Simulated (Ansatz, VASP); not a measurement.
# One calculation of TaN, two programs

The input INCAR:

```
PREC = Accurate ; ENCUT = 600
EDIFF = 1E-6 ; ISMEAR = -1
SIGMA = 0.15 ; LREAL = False
LASPH = True ; NELM = 120
ALGO = Normal ; ISIF = 2
LWAVE = False ; LCHARG = False
GGA = PS ; NBANDS = 33
GGA_COMPAT = False
```

The input KPOINTS:

```
Automatic mesh
0
Gamma
  5 5 7
```

File POSCAR:

```
TaN
1.0
    5.1910000000      0.0000000000      0.0000000000
   -2.5955000000      4.4955380000      0.0000000000
    0.0000000000      0.0000000000      2.9080000000
Ta N
3 3
Direct
    0.0000000000      0.0000000000      0.0000000000
    0.3333333333      0.6666666667      0.5000000000
    0.6666666667      0.3333333333      0.5000000000
    0.5000000000      0.0000000000      0.0000000000
    0.5000000000      0.5000000000      0.0000000000
    0.0000000000      0.5000000000      0.0000000000
```

Input for Ansatz:

```yaml
crystal:
  lattice:
    - [5.191, 0.0, 0.0]
    - [-2.5955, 4.495538, 0.0]
    - [0.0, 0.0, 2.908]
  atoms:
    - { symbol: Ta, position: [0.0, 0.0, 0.0] }
    - { symbol: Ta, position: [0.3333333333333333, 0.6666666666666666, 0.5] }
    - { symbol: Ta, position: [0.6666666666666666, 0.3333333333333333, 0.5] }
    - { symbol: "N", position: [0.5, 0.0, 0.0] }
    - { symbol: "N", position: [0.5, 0.5, 0.0] }
    - { symbol: "N", position: [0.0, 0.5, 0.0] }
basis:
  ecutwfc: 510.0
kpoints:
  mp_grid:
    grid: [5, 5, 7]
hamiltonian:
  xc: pbesol
  pseudopotentials:
    kind: paw
scf:
  max_iter: 80
  occupations:
    method: fermi_dirac
    width: 0.15
output:
  stress: true
```

Alike in both runs: task single point; functional PBEsol; k mesh 5 × 5 × 7; occupations fermi-dirac, width 0.15 eV; no spin polarisation.

```csv
,VASP,Ansatz
version,VASP 6.6.1,Ansatz 0.2.0
potentials or method,"VASP PAW PBE potentials, release 64 (Ta_pv, N), cutoff 600 eV","plane waves, PAW"
valence electrons in the cell,48,54
```

VASP gave:

| Item | Value |
| --- | --- |
| pressure (GPa) | 1.9 |
| traceless stress, the component that is largest in VASP (GPa) | -1.50 |

Q: Estimate Ansatz's values.

A: Pressure (GPa): 1.0; traceless stress, the component that is largest in VASP (GPa): -1.72.

VASP's potentials were made for PBE, not for PBEsol. VASP's potentials hold 48 valence electrons a cell and Ansatz's 54, so a difference there can come from the potentials and not from the codes.

Spin-orbit coupling is off throughout.
